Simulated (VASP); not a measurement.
# Pd in VASP: a series of runs, part 2 of 3

VASP 6.6.1.

## Step 4: Electric field gradients, LDA (equal xx and yy strain of +3 %)

File INCAR:

```
ALGO     = Normal         # electronic algorithm
EDIFF    = 1E-8           # SCF threshold, eV
ENCUT    = 520            # plane-wave cutoff, eV
ISIF     = 2              # what is computed and relaxed
ISMEAR   = -1             # smearing method
LASPH    = T              # aspherical terms in the spheres
LCHARG   = F              # write CHGCAR
LEFG     = T            
LREAL    = F              # projectors in reciprocal space
LWAVE    = F              # write WAVECAR
NBANDS   = 11             # bands
NELM     = 60             # most SCF steps
PREC     = Accurate       # precision mode
SIGMA    = 0.05           # smearing width, eV
```

File KPOINTS:

```
k-points
0
Gamma
  18 18 18
```

File POSCAR:

```
Pd
1.0
    0.0000000000      2.0032470000      1.9449000000
    2.0032470000      0.0000000000      1.9449000000
    2.0032470000      2.0032470000      0.0000000000
Pd
1
Direct
    0.0000000000      0.0000000000      0.0000000000
```

Potentials or basis: VASP PAW LDA potentials, release 64 (Pd).

Started as:

```bash
> cat potpaw_LDA.64/Pd/POTCAR > POTCAR
> mpirun -np 1 vasp_std > vasp.out
```

OUTCAR:

```text
EDIFF = 1E-8
   ENCUT = 520
   ISIF = 2
   ISMEAR = -1
   LASPH = T
   LREAL = F
   NELM = 60
   PREC = Accurate

 ion  position               nearest neighbor table
   1  0.000  0.000  0.000-

  LATTYP: Found a body centered tetragonal cell.
 ALAT       =     2.8330190762
 C/A-ratio  =     1.3730228761

  Lattice vectors:

 A1 = (   0.0000000000,  -2.0032470000,  -1.9449000000)
 A2 = (   0.0000000000,   2.0032470000,  -1.9449000000)
 A3 = (   2.0032470000,   0.0000000000,   1.9449000000)

Analysis of symmetry for initial positions (statically):
=====================================================================
 Subroutine PRICEL returns:
 Original cell was already a primitive cell.

 Routine SETGRP: Setting up the symmetry group for a
 body centered tetragonal supercell.
[... 518 lines left out ...]
  external PRESSURE =    -168.6427401 kB  Pullay stress =       0.0000000 kB

 VOLUME and BASIS-vectors are now :
 -----------------------------------------------------------------------------
  energy-cutoff  :      520.00
  volume of cell :       15.61
      direct lattice vectors                 reciprocal lattice vectors
     0.000000000  2.003247000  1.944900000    -0.249594783  0.249594783  0.257082626
     2.003247000  0.000000000  1.944900000     0.249594783 -0.249594783  0.257082626
     2.003247000  2.003247000  0.000000000     0.249594783  0.249594783 -0.257082626

 POSITION                                       TOTAL-FORCE (eV/Angst)
 -----------------------------------------------------------------------------------
      0.00000      0.00000      0.00000         0.000000      0.000000     -0.000000
 -----------------------------------------------------------------------------------
    total drift:                               -0.000000      0.000000      0.000000

  FREE ENERGIE OF THE ION-ELECTRON SYSTEM (eV)
  ---------------------------------------------------
  free  energy   TOTEN  =        -6.4218588456 eV

  energy  without entropy=       -6.4023449807  energy(sigma->0) =       -6.41210191

 Electric field gradients (V/A^2)
---------------------------------------------------------------------
 ion       V_xx      V_yy      V_zz      V_xy      V_xz      V_yz
---------------------------------------------------------------------
   1      -1.752    -1.752     3.504     0.000    -0.000    -0.000
---------------------------------------------------------------------

 Electric field gradients after diagonalization (V/A^2)
 (convention: |V_zz| > |V_xx| > |V_yy|)
----------------------------------------------------------------------
 ion       V_xx      V_yy      V_zz     asymmetry (V_yy - V_xx)/ V_zz
----------------------------------------------------------------------
   1      -1.752    -1.752     3.504       0.000
----------------------------------------------------------------------

           NMR quadrupolar parameters

 Cq : quadrupolar parameter    Cq=e*Q*V_zz/h
 eta: asymmetry parameters     (V_yy - V_xx)/ V_zz
 Q  : nuclear electric quadrupole moment in mb (millibarn)
----------------------------------------------------------------------
 ion       Cq(MHz)       eta       Q (mb)
----------------------------------------------------------------------
   1       0.008       0.000       1.000
----------------------------------------------------------------------
```

OSZICAR:

```text
N       E                     dE             d eps       ncg     rms          rms(c)
DAV:   1     0.412934717014E+02    0.41293E+02   -0.50716E+03 10592   0.843E+02
DAV:   2    -0.617647848051E+01   -0.47470E+02   -0.45977E+02 11840   0.180E+02
DAV:   3    -0.674615655873E+01   -0.56968E+00   -0.56790E+00 12706   0.212E+01
DAV:   4    -0.674887160035E+01   -0.27150E-02   -0.27146E-02 12637   0.154E+00
DAV:   5    -0.674890381316E+01   -0.32213E-04   -0.32213E-04 13884   0.150E-01    0.695E+00
DAV:   6    -0.643459021020E+01    0.31431E+00   -0.15014E+00 12864   0.961E+00    0.322E+00
DAV:   7    -0.642608037597E+01    0.85098E-02   -0.10781E-02 13037   0.787E-01    0.179E+00
DAV:   8    -0.642185515106E+01    0.42252E-02   -0.10801E-03 13080   0.270E-01    0.416E-02
DAV:   9    -0.642185727519E+01   -0.21241E-05   -0.46557E-05 15269   0.540E-02    0.134E-02
DAV:  10    -0.642185883193E+01   -0.15567E-05   -0.28632E-06 12852   0.171E-02    0.407E-03
DAV:  11    -0.642185884706E+01   -0.15132E-07   -0.42693E-08 15968   0.199E-03    0.181E-03
DAV:  12    -0.642185884562E+01    0.14414E-08   -0.24476E-09  8948   0.343E-04
   1 F= -.64218588E+01 E0= -.64121019E+01  d E =-.195139E-01
```

It took 25 s on 1 thread of Intel Xeon 6975P-C (Granite Rapids), shared host; peak memory 0.19 GiB.

What came out:

| Property | Result |
| --- | --- |
| Free energy | -6.4219 eV |
| Pressure | -16.9 GPa |
| Band gap on the k mesh | zero (band 5 reaches 8.99 eV, above the bottom of band 6 at 7.49 eV) |

Levels at points of the mesh, in eV from the Fermi level:
```csv
k point,band 2,band 3,band 4,band 5,band 6,band 7,band 8,band 9
"(0.00, 0.00, 0.00)",-2.70,-2.70,-2.45,-1.26,-0.99,17.11,21.29,21.29
"(0.50, 0.00, 0.00)",-2.77,-2.53,-0.08,0.03,1.07,6.81,16.42,20.04
"(0.50, 0.50, 0.00)",-4.70,-0.04,0.26,0.26,3.63,10.66,12.40,12.40
"(0.50, 0.00, 0.50)",-4.71,-0.04,0.17,0.34,3.08,9.88,12.88,13.01
```

Electric field gradients, principal values (V/Å²):
| atom | least | middle | greatest (by size) |
| --- | --- | --- | --- |
| 1 Pd | -1.752 | -1.752 | 3.504 |

Caveat: the cell differs from its parent crystal (equal xx and yy strain of +3 %); without QUAD_EFG the Cq values of the log hold for a quadrupole moment of 1 mb, not for the nuclei.

## Step 5: Electric field gradients, LDA (equal xy, yz and zx shear strains of -3 %)

File INCAR:

```
PREC = Accurate ; ENCUT = 520
EDIFF = 1E-8 ; ISMEAR = -1
SIGMA = 0.05 ; LREAL = F
LASPH = T ; NELM = 60
ALGO = Normal ; ISIF = 2
LWAVE = F ; LCHARG = F
LEFG = T ; NBANDS = 11
```

File KPOINTS:

```
regular mesh
0
Gamma
  18 18 18
```

File POSCAR:

```
Pd
1.0
   -0.0583470000      1.9157265000      1.9157265000
    1.9157265000     -0.0583470000      1.9157265000
    1.9157265000      1.9157265000     -0.0583470000
Pd
1
Direct
    0.0000000000      0.0000000000      0.0000000000
```

Potentials or basis: VASP PAW LDA potentials, release 64 (Pd).

Started as:

```bash
> cat potpaw_LDA.64/Pd/POTCAR > POTCAR
> mpirun -np 1 vasp_std > vasp.out
```

OUTCAR:

```text
PREC = Accurate
   ENCUT = 520
   EDIFF = 1E-8
   ISMEAR = -1
   LREAL = F
   LASPH = T
   NELM = 60
   ISIF = 2

 ion  position               nearest neighbor table
   1  0.000  0.000  0.000-

  LATTYP: Found a trigonal (rhomboedric) cell.
 ALAT       =     2.7098746130
 COS(alpha) =     0.4693254694

  Lattice vectors:

 A1 = (  -0.0583470000,   1.9157265000,   1.9157265000)
 A2 = (   1.9157265000,  -0.0583470000,   1.9157265000)
 A3 = (   1.9157265000,   1.9157265000,  -0.0583470000)

Analysis of symmetry for initial positions (statically):
=====================================================================
 Subroutine PRICEL returns:
 Original cell was already a primitive cell.

 Routine SETGRP: Setting up the symmetry group for a
 trigonal (rhombohedral) supercell.

 Subroutine GETGRP returns: Found 12 space group operations
 (whereof 12 operations were pure point group operations)
[... 517 lines left out ...]

 VOLUME and BASIS-vectors are now :
 -----------------------------------------------------------------------------
  energy-cutoff  :      520.00
  volume of cell :       14.70
      direct lattice vectors                 reciprocal lattice vectors
    -0.058347000  1.915726500  1.915726500    -0.249366622  0.257200129  0.257200129
     1.915726500 -0.058347000  1.915726500     0.257200129 -0.249366622  0.257200129
     1.915726500  1.915726500 -0.058347000     0.257200129  0.257200129 -0.249366622

 POSITION                                       TOTAL-FORCE (eV/Angst)
 -----------------------------------------------------------------------------------
      0.00000      0.00000      0.00000        -0.000000     -0.000000      0.000000
 -----------------------------------------------------------------------------------
    total drift:                                0.000000      0.000000      0.000000

  FREE ENERGIE OF THE ION-ELECTRON SYSTEM (eV)
  ---------------------------------------------------
  free  energy   TOTEN  =        -6.4852561103 eV

  energy  without entropy=       -6.4684058118  energy(sigma->0) =       -6.47683096

 Electric field gradients (V/A^2)
---------------------------------------------------------------------
 ion       V_xx      V_yy      V_zz      V_xy      V_xz      V_yz
---------------------------------------------------------------------
   1      -0.000    -0.000    -0.000     2.990     2.990     2.990
---------------------------------------------------------------------

 Electric field gradients after diagonalization (V/A^2)
 (convention: |V_zz| > |V_xx| > |V_yy|)
----------------------------------------------------------------------
 ion       V_xx      V_yy      V_zz     asymmetry (V_yy - V_xx)/ V_zz
----------------------------------------------------------------------
   1      -2.990    -2.990     5.980       0.000
----------------------------------------------------------------------

           NMR quadrupolar parameters

 Cq : quadrupolar parameter    Cq=e*Q*V_zz/h
 eta: asymmetry parameters     (V_yy - V_xx)/ V_zz
 Q  : nuclear electric quadrupole moment in mb (millibarn)
----------------------------------------------------------------------
 ion       Cq(MHz)       eta       Q (mb)
----------------------------------------------------------------------
   1       0.014       0.000       1.000
----------------------------------------------------------------------
```

OSZICAR:

```text
N       E                     dE             d eps       ncg     rms          rms(c)
DAV:   1     0.417969079782E+02    0.41797E+02   -0.51403E+03 12816   0.852E+02
DAV:   2    -0.626366289690E+01   -0.48061E+02   -0.46580E+02 14363   0.183E+02
DAV:   3    -0.682466102704E+01   -0.56100E+00   -0.55871E+00 15400   0.212E+01
DAV:   4    -0.682704184286E+01   -0.23808E-02   -0.23805E-02 15624   0.145E+00
DAV:   5    -0.682706635820E+01   -0.24515E-04   -0.24515E-04 16922   0.134E-01    0.823E+00
DAV:   6    -0.650181484666E+01    0.32525E+00   -0.13912E+00 15790   0.945E+00    0.386E+00
DAV:   7    -0.649034285238E+01    0.11472E-01   -0.28486E-02 16686   0.102E+00    0.203E+00
DAV:   8    -0.648528146378E+01    0.50614E-02   -0.17457E-03 15952   0.419E-01    0.803E-02
DAV:   9    -0.648525670607E+01    0.24758E-04   -0.26874E-04 17354   0.136E-01    0.276E-02
DAV:  10    -0.648525604910E+01    0.65698E-06   -0.18941E-05 15877   0.407E-02    0.113E-02
DAV:  11    -0.648525612779E+01   -0.78697E-07   -0.32367E-07 17806   0.539E-03    0.430E-03
DAV:  12    -0.648525611043E+01    0.17363E-07   -0.27307E-08 13738   0.981E-04    0.270E-04
DAV:  13    -0.648525611029E+01    0.14563E-09   -0.42074E-10 10847   0.200E-04
   1 F= -.64852561E+01 E0= -.64768310E+01  d E =-.168503E-01
```

stdout:

```text
POSCAR found type information on POSCAR Pd
 POSCAR found :  1 types and       1 ions
 scaLAPACK will be used
 LDA part: xc-table for (Slater(with rela. corr.)+CA(PZ))
 , standard interpolation
 POSCAR, INCAR and KPOINTS ok, starting setup
 FFT: planning ... GRIDC
 FFT: planning ... GRID_SOFT
 FFT: planning ... GRID
 WAVECAR not read
 entering main loop
ion   1
```

It took 32 s on 1 thread of Intel Xeon 6975P-C (Granite Rapids), shared host; peak memory 0.19 GiB.

Results:

| Property | Result |
| --- | --- |
| Free energy | -6.4853 eV |
| Pressure | -7.3 GPa |
| Band gap on the k mesh | zero (band 5 reaches 10.00 eV, above the bottom of band 6 at 8.25 eV) |

Stress tensor (GPa, compression positive):
```
-7.25  2.08  2.08
 2.08 -7.25  2.08
 2.08  2.08 -7.25
```

Electric field gradients, principal values (V/Å²):
```tsv
atom	least	middle	greatest (by size)
1 Pd	-2.990	-2.990	5.980
```

Caveat: the cell differs from its parent crystal (equal xy, yz and zx shear strains of -3 %); without QUAD_EFG the Cq values of the log hold for a quadrupole moment of 1 mb, not for the nuclei.

(Part 2 of 3 ends here.)
